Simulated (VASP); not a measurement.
Wanted: the native input for a VASP 6.6.1 run.

* Task: single point
* Functional: PBEsol
* Potentials or basis: VASP PAW PBE potentials, release 64 (B)
* Cutoff: 520 eV
* k mesh: 33 × 33 × 14
* Occupations: gaussian, width 0.15 eV
* Spin: no spin polarisation
* Dipole correction: no
* Further INCAR settings: ALGO = Normal; EDIFF = 1e-06; NBANDS = 8

The structure of B lies in POSCAR:

```
B
1.0
    1.7535065831      0.0000000000      0.0000000000
   -0.8767532915      1.5185812466      0.0000000000
    0.0000000000      0.0000000000      3.6354228500
B
1
Direct
    0.0000000000      0.0000000000      0.0000000000
```

This cell differs from its parent crystal: strain +0.030 along x and y, +0.000 along z.

One way to write it, as run:

INCAR

```
PREC = Accurate
ENCUT = 520
EDIFF = 1E-6
ISMEAR = 0
SIGMA = 0.15
LREAL = F
LASPH = T
NELM = 60
ALGO = Normal
ISIF = 2
LWAVE = F
LCHARG = F
GGA = PS
NBANDS = 8
```

KPOINTS

```
Automatic mesh
0
Gamma
  33 33 14
```

Potentials or basis: VASP PAW PBE potentials, release 64 (B).

Command:

```bash
$ cat potpaw_PBE.64/B/POTCAR > POTCAR
$ mpirun -np 1 vasp_std > vasp.out
```

It gave:

| Property | Result |
| --- | --- |
| Pressure | -13.1 GPa |

Caveat: the cell differs from its parent crystal (strain +0.030 along x and y, +0.000 along z); the PAW data sets were made with another functional, which shifts forces and pressure a little.

Run time: 35 s on 1 thread of Intel Xeon 6975P-C (shared host), peak memory 0.16 GiB.
